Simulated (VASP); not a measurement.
# Rb (Im-3m) in VASP: a series of runs, part 2 of 2

VASP 6.6.1.

**3. Electric field gradients, PBEsol (93.68 Å³/atom)**

This run uses another cell than the first one, of 93.68 Å³/atom.

INCAR reads:

```
SYSTEM = Rb
PREC     = Accurate       ! precision mode
ENCUT    = 520            ! plane-wave cutoff, eV
EDIFF    = 1E-8           ! SCF threshold, eV
ISMEAR   = -1             ! smearing method
SIGMA    = 0.05           ! smearing width, eV
LREAL    = .False.        ! projectors in reciprocal space
LASPH    = .True.         ! aspherical terms in the spheres
NELM     = 60             ! most SCF steps
ALGO     = Normal         ! electronic algorithm
ISIF     = 2              ! what is computed and relaxed
LWAVE    = .False.        ! write WAVECAR
LCHARG   = .False.        ! write CHGCAR
GGA      = PS             ! functional
LEFG     = .True.       
NBANDS   = 10             ! bands
```

KPOINTS reads:

```
Automatic mesh
0
Gamma
  8 8 8
  0 0 0
```

POSCAR reads:

```
Rb
1.0
   -2.8610335797      2.8610335797      2.8610335797
    2.8610335797     -2.8610335797      2.8610335797
    2.8610335797      2.8610335797     -2.8610335797
Rb
1
Direct
    0.0000000000      0.0000000000      0.0000000000
```

Potentials or basis: VASP PAW PBE potentials, release 64 (Rb_sv).

Started as:

```
> cat potpaw_PBE.64/Rb_sv/POTCAR > POTCAR
> mpirun -np 1 vasp_std > vasp.out
```

OUTCAR:

```text
SYSTEM = Rb
   PREC = Accurate
   ENCUT = 520
   EDIFF = 1E-8
   ISMEAR = -1
   LREAL = .False.
   LASPH = .True.
   NELM = 60
   ISIF = 2
   GGA = PS

 ion  position               nearest neighbor table
   1  0.000  0.000  0.000-

  LATTYP: Found a body centered cubic cell.
 ALAT       =     5.7220671594

  Lattice vectors:

 A1 = (  -2.8610335797,   2.8610335797,   2.8610335797)
 A2 = (   2.8610335797,  -2.8610335797,   2.8610335797)
 A3 = (   2.8610335797,   2.8610335797,  -2.8610335797)

Analysis of symmetry for initial positions (statically):
=====================================================================
 Subroutine PRICEL returns:
 Original cell was already a primitive cell.

 Routine SETGRP: Setting up the symmetry group for a
 body centered cubic supercell.

 Subroutine GETGRP returns: Found 48 space group operations
 (whereof 48 operations were pure point group operations)
 out of a pool of 48 trial point group operations.

The static configuration has the point symmetry O_h .

Analysis of symmetry for dynamics (positions and initial velocities):
=====================================================================
 Subroutine PRICEL returns:
 Original cell was already a primitive cell.

 Routine SETGRP: Setting up the symmetry group for a
 body centered cubic supercell.

 Subroutine GETGRP returns: Found 48 space group operations
 (whereof 48 operations were pure point group operations)
 out of a pool of 48 trial point group operations.

The dynamic configuration has the point symmetry O_h .

 Subroutine INISYM returns: Found 48 space group operations
 (whereof 48 operations are pure point group operations),
 and found     1 'primitive' translations
[... 157 lines left out ...]
      8       3.5390      0.00000
      9       4.4651      0.00000
     10       4.4651      0.00000
[... 287 lines left out ...]
 k-point    24 :      -0.3750    0.3750    0.2500
  band No.  band energies     occupation
      1     -28.9843      2.00000
      2     -13.1034      2.00000
      3     -13.0799      2.00000
      4     -13.0710      2.00000
      5      -0.0047      0.27992
      6       1.5812      0.00000
      7       2.7665      0.00000
      8       2.8041      0.00000
      9       3.8356      0.00000
     10       4.9840      0.00000

 [... further k-points ...]

------------------------ aborting loop because EDIFF is reached ----------------------------------------

  FORCE on cell =-STRESS in cart. coord.  units (eV):
  Direction    XX          YY          ZZ          XY          YZ          ZX
  --------------------------------------------------------------------------------------
  -------------------------------------------------------------------------------------
  Total       -0.1151533     -0.1151533     -0.1151533     -0.0000000      0.0000000     -0.0000000
  in kB       -1.9695102     -1.9695102     -1.9695102     -0.0000000      0.0000000     -0.0000000
  external PRESSURE =      -1.9695102 kB  Pullay stress =       0.0000000 kB

 VOLUME and BASIS-vectors are now :
 -----------------------------------------------------------------------------
  energy-cutoff  :      520.00
  volume of cell :       93.68
      direct lattice vectors                 reciprocal lattice vectors
    -2.861033580  2.861033580  2.861033580     0.000000000  0.174762017  0.174762017
     2.861033580 -2.861033580  2.861033580     0.174762017  0.000000000  0.174762017
     2.861033580  2.861033580 -2.861033580     0.174762017  0.174762017  0.000000000

 POSITION                                       TOTAL-FORCE (eV/Angst)
 -----------------------------------------------------------------------------------
      0.00000      0.00000      0.00000         0.000000      0.000000      0.000000
 -----------------------------------------------------------------------------------
    total drift:                               -0.000000      0.000000     -0.000000

  FREE ENERGIE OF THE ION-ELECTRON SYSTEM (eV)
  ---------------------------------------------------
  free  energy   TOTEN  =        -1.0191858386 eV

  energy  without entropy=       -1.0085121106  energy(sigma->0) =       -1.01384897

 Electric field gradients (V/A^2)
---------------------------------------------------------------------
 ion       V_xx      V_yy      V_zz      V_xy      V_xz      V_yz
---------------------------------------------------------------------
   1      -0.000    -0.000    -0.000    -0.000    -0.000    -0.000
---------------------------------------------------------------------

 Electric field gradients after diagonalization (V/A^2)
 (convention: |V_zz| > |V_xx| > |V_yy|)
----------------------------------------------------------------------
 ion       V_xx      V_yy      V_zz     asymmetry (V_yy - V_xx)/ V_zz
----------------------------------------------------------------------
   1       0.000     0.000    -0.000       0.000
----------------------------------------------------------------------

           NMR quadrupolar parameters

 Cq : quadrupolar parameter    Cq=e*Q*V_zz/h
 eta: asymmetry parameters     (V_yy - V_xx)/ V_zz
 Q  : nuclear electric quadrupole moment in mb (millibarn)
----------------------------------------------------------------------
 ion       Cq(MHz)       eta       Q (mb)
----------------------------------------------------------------------
   1      -0.000       0.000       1.000
----------------------------------------------------------------------
```

OSZICAR:

```text
N       E                     dE             d eps       ncg     rms          rms(c)
DAV:   1     0.431541625934E+02    0.43154E+02   -0.33107E+03   580   0.658E+02
DAV:   2     0.185122487995E+01   -0.41303E+02   -0.40476E+02   634   0.123E+02
DAV:   3    -0.880587504631E+00   -0.27318E+01   -0.27239E+01   746   0.329E+01
DAV:   4    -0.101639475312E+01   -0.13581E+00   -0.13544E+00   842   0.661E+00
DAV:   5    -0.101869740814E+01   -0.23027E-02   -0.23025E-02   740   0.952E-01    0.107E+00
DAV:   6    -0.101864490595E+01    0.52502E-04   -0.26628E-03   864   0.294E-01    0.639E-01
DAV:   7    -0.101908209350E+01   -0.43719E-03   -0.33532E-03   790   0.332E-01    0.527E-02
DAV:   8    -0.101917289992E+01   -0.90806E-04   -0.10653E-04   694   0.864E-02    0.217E-02
DAV:   9    -0.101918619941E+01   -0.13299E-04   -0.18940E-05   772   0.333E-02    0.648E-03
DAV:  10    -0.101918581466E+01    0.38475E-06   -0.36902E-06   792   0.110E-02    0.110E-03
DAV:  11    -0.101918583955E+01   -0.24885E-07   -0.13712E-07   764   0.232E-03    0.329E-04
DAV:  12    -0.101918583862E+01    0.92996E-09   -0.80319E-09   646   0.502E-04
   1 F= -.10191858E+01 E0= -.10138490E+01  d E =-.106737E-01
```

stdout:

```text
POSCAR found type information on POSCAR Rb
 POSCAR found :  1 types and       1 ions
 scaLAPACK will be used
 -----------------------------------------------------------------------------
|                                                                             |
|                                                                             |
|     You enforced a specific xc type in the INCAR file but a different       |
|     I HOPE YOU KNOW WHAT YOU ARE DOING!                                     |
|                                                                             |
 -----------------------------------------------------------------------------

 LDA part: xc-table for (Slater+PW92), standard interpolation
 POSCAR, INCAR and KPOINTS ok, starting setup
 FFT: planning ... GRIDC
 FFT: planning ... GRID_SOFT
 FFT: planning ... GRID
 WAVECAR not read
 entering main loop
ion   1
```

It took 41 s on 1 thread of Intel Xeon 8259CL, shared host; peak memory 0.23 GiB.

Results:

```
Free energy                             : -1.0192 eV
Pressure                                : -0.2 GPa
Band gap on the k mesh                  : zero (an odd number of electrons rules out a gap without spin polarisation)
Largest electric field gradient by atom : under 0.05 V/Å² on every atom
```

Caveat: the PAW data sets were made with another functional, which shifts forces and pressure a little.

**4. Single point, PBEsol**

This run uses another cell than the first one, of 88.37 Å³/atom.

POSCAR reads:

```
Rb
1.0
   -2.8060000000      2.8060000000      2.8060000000
    2.8060000000     -2.8060000000      2.8060000000
    2.8060000000      2.8060000000     -2.8060000000
Rb
1
Direct
    0.0000000000      0.0000000000      0.0000000000
```

INCAR.step1 reads:

```
SYSTEM = Rb
PREC = Accurate
ENCUT = 520
EDIFF = 1E-6
ISMEAR = -1
SIGMA = 0.05
LREAL = .False.
LASPH = .True.
NELM = 80
ALGO = Normal
ISIF = 2
LWAVE = .False.
LCHARG = .True.
GGA = PS
NBANDS = 10
```

KPOINTS.step1 reads:

```
regular mesh
0
Gamma
  8 8 8
  0 0 0
```

INCAR.step2 reads:

```
SYSTEM = Rb
PREC = Accurate
ENCUT = 520
EDIFF = 1E-6
ISMEAR = -5
SIGMA = 0.05
LREAL = .False.
LASPH = .True.
NELM = 80
ALGO = Normal
ISIF = 2
LWAVE = .False.
LCHARG = .False.
GGA = PS
LORBIT = 11
NBANDS = 10
NEDOS = 1001
ICHARG = 11
```

KPOINTS.step2 reads:

```
regular mesh
0
Gamma
  12 12 12
  0 0 0
```

Potentials or basis: VASP PAW PBE potentials, release 64 (Rb_sv).

Started as:

```
> cat potpaw_PBE.64/Rb_sv/POTCAR > POTCAR
> cp INCAR.step1 INCAR
> cp KPOINTS.step1 KPOINTS
> mpirun -np 1 vasp_std > vasp.out
> cp INCAR.step2 INCAR
> cp KPOINTS.step2 KPOINTS
> mpirun -np 1 vasp_std > vasp.out
```

OUTCAR:

```text
SYSTEM = Rb
   PREC = Accurate
   ENCUT = 520
   EDIFF = 1E-6
   ISMEAR = -5
   LREAL = .False.
   LASPH = .True.
   NELM = 80
   ISIF = 2
   GGA = PS
   LORBIT = 11
   ICHARG = 11

 ion  position               nearest neighbor table
   1  0.000  0.000  0.000-

  LATTYP: Found a body centered cubic cell.
 ALAT       =     5.6120000000

  Lattice vectors:

 A1 = (  -2.8060000000,   2.8060000000,   2.8060000000)
 A2 = (   2.8060000000,  -2.8060000000,   2.8060000000)
 A3 = (   2.8060000000,   2.8060000000,  -2.8060000000)

Analysis of symmetry for initial positions (statically):
=====================================================================
 Subroutine PRICEL returns:
 Original cell was already a primitive cell.

 Routine SETGRP: Setting up the symmetry group for a
 body centered cubic supercell.

 Subroutine GETGRP returns: Found 48 space group operations
 (whereof 48 operations were pure point group operations)
 out of a pool of 48 trial point group operations.

The static configuration has the point symmetry O_h .

Analysis of symmetry for dynamics (positions and initial velocities):
=====================================================================
 Subroutine PRICEL returns:
 Original cell was already a primitive cell.

 Routine SETGRP: Setting up the symmetry group for a
 body centered cubic supercell.

 Subroutine GETGRP returns: Found 48 space group operations
 (whereof 48 operations were pure point group operations)
 out of a pool of 48 trial point group operations.

The dynamic configuration has the point symmetry O_h .

 Subroutine INISYM returns: Found 48 space group operations
 (whereof 48 operations are pure point group operations),
 and found     1 'primitive' translations

[... 116 lines left out ...]
  Fermi-wavevector in a.u.,A,eV,Ry     =   0.764507  1.444708  7.952205  0.584471
  Thomas-Fermi vector in A             =   1.864423
   LORBIT       =     11    0 simple, 1 ext, 2 COOP (PROOUT), +10 PAW based schemes
   GGA     = PS    functional components
   LHFCALC =     F    Hartree Fock is set to
   AEXX    =    0.0000 exact exchange contribution
   IVDW    =     0    specifies the selected vdW correction
   LEPSILON=     F    determine dielectric tensor
   LRPA    =     F    only Hartree local field effects (RPA)
 non-spin polarized calculation
 Fermi weights with tetrahedron method with Bloechl corrections
  energy-cutoff  :      520.00
  volume of cell :       88.37
 maximum number of plane-waves:      2412

 number of electron       9.0000000 magnetization

 Free energy of the ion-electron system (eV)
  ---------------------------------------------------
  ext. energy  EPLUGINS =         0.00000000
  ---------------------------------------------------
  free energy    TOTEN  =        -1.02400568 eV

  energy without entropy =       -1.02400568  energy(sigma->0) =       -1.02400568

 E-fermi :   0.0315     XC(G=0):  -5.5941

 val. band max:       -0.0089648948   @ k =   0.2500   0.2500   0.0000
 cond. band min:       0.0354453759   @ k =   0.3333   0.1667   0.0000
 fundamental gap:      0.0444102707
 Fermi energy:         0.0314802468

 k-point     1 :       0.0000    0.0000    0.0000
  band No.  band energies     occupation
      1     -28.8293      2.00000
      2     -12.8733      2.00000
      3     -12.8733      2.00000
      4     -12.8733      2.00000
      5      -2.0035      2.00000
      6       3.7182      0.00000
      7       3.7182      0.00000
      8       3.7182      0.00000
      9       4.6858      0.00000
     10       4.6858      0.00000
[... 287 lines left out ...]
 k-point    24 :       0.4167    0.0833    0.0833
  band No.  band energies     occupation
      1     -28.8244      2.00000
      2     -12.9726      2.00000
      3     -12.9130      2.00000
      4     -12.8802      2.00000
      5       0.4206     -0.08672
      6       0.8612      0.00000
      7       2.2961      0.00000
      8       4.1207      0.00000
      9       5.3162      0.00000
     10       5.3589      0.00000

 [... further k-points ...]

------------------------ aborting loop because EDIFF is reached ----------------------------------------

  FORCE on cell =-STRESS in cart. coord.  units (eV):
  Direction    XX          YY          ZZ          XY          YZ          ZX
  --------------------------------------------------------------------------------------
  -------------------------------------------------------------------------------------
  Total       -0.0393152     -0.0393152     -0.0393152     -0.0000000      0.0000000     -0.0000000
  in kB       -0.7127679     -0.7127679     -0.7127679     -0.0000000      0.0000000     -0.0000000
  external PRESSURE =      -0.7127679 kB  Pullay stress =       0.0000000 kB

 VOLUME and BASIS-vectors are now :
 -----------------------------------------------------------------------------
  energy-cutoff  :      520.00
  volume of cell :       88.37
      direct lattice vectors                 reciprocal lattice vectors
    -2.806000000  2.806000000  2.806000000     0.000000000  0.178189594  0.178189594
     2.806000000 -2.806000000  2.806000000     0.178189594  0.000000000  0.178189594
     2.806000000  2.806000000 -2.806000000     0.178189594  0.178189594  0.000000000

 POSITION                                       TOTAL-FORCE (eV/Angst)
 -----------------------------------------------------------------------------------
      0.00000      0.00000      0.00000         0.000000     -0.000000      0.000000
 -----------------------------------------------------------------------------------
    total drift:                               -0.000000      0.000000      0.000000

  FREE ENERGIE OF THE ION-ELECTRON SYSTEM (eV)
  ---------------------------------------------------
  free  energy   TOTEN  =        -1.0240056801 eV

  energy  without entropy=       -1.0240056801  energy(sigma->0) =       -1.02400568

 total charge

# of ion       s       p       d       tot
------------------------------------------
    1        1.963   5.323   0.005   7.291
```

OUTCAR.step1:

```text
SYSTEM = Rb
   PREC = Accurate
   ENCUT = 520
   EDIFF = 1E-6
   ISMEAR = -1
   LREAL = .False.
[... 529 lines left out ...]
 -----------------------------------------------------------------------------------
      0.00000      0.00000      0.00000        -0.000000      0.000000      0.000000
 -----------------------------------------------------------------------------------
    total drift:                               -0.000000      0.000000      0.000000

  FREE ENERGIE OF THE ION-ELECTRON SYSTEM (eV)
  ---------------------------------------------------
  free  energy   TOTEN  =        -1.0234157417 eV

  energy  without entropy=       -1.0127149169  energy(sigma->0) =       -1.01806533
```

Run time: 74 s. Hardware: 1 thread of Intel Xeon 8259CL, shared host; peak memory 0.22 GiB.

Results:

| Quantity | Value |
| --- | --- |
| Valence electrons inside the program's atomic spheres | Rb 7.29 |

Caveat: the PAW data sets were made with another functional, which shifts forces and pressure a little.

**5. Overview**

| task | cell | k mesh for the DOS | occupations for the DOS | gap on the mesh (eV) | pressure (GPa) |
| --- | --- | --- | --- | --- | --- |
| electric field gradients | a = 4.924 Å, angles 109.5°, 1 atom | - | - | none | -0.2 |
| electric field gradients | a = 4.955 Å, angles 109.5°, 1 atom | - | - | none | -0.2 |
| single point | a = 4.860 Å, angles 109.5°, 1 atom | 12 × 12 × 12 | tetrahedron | - | - |

Alike in all rows: level PBEsol; potentials or basis VASP PAW PBE potentials, release 64 (Rb_sv); no spin polarisation; k mesh 8 × 8 × 8; cutoff (eV) 520; smearing fermi-dirac 0.05 eV.

Caveats: the PAW data sets were made with another functional, which shifts forces and pressure a little.

Absolute energies hang on the potentials; compare differences alone.

The gap in the log of VASP goes by the Fermi energy; the results here count the filled bands.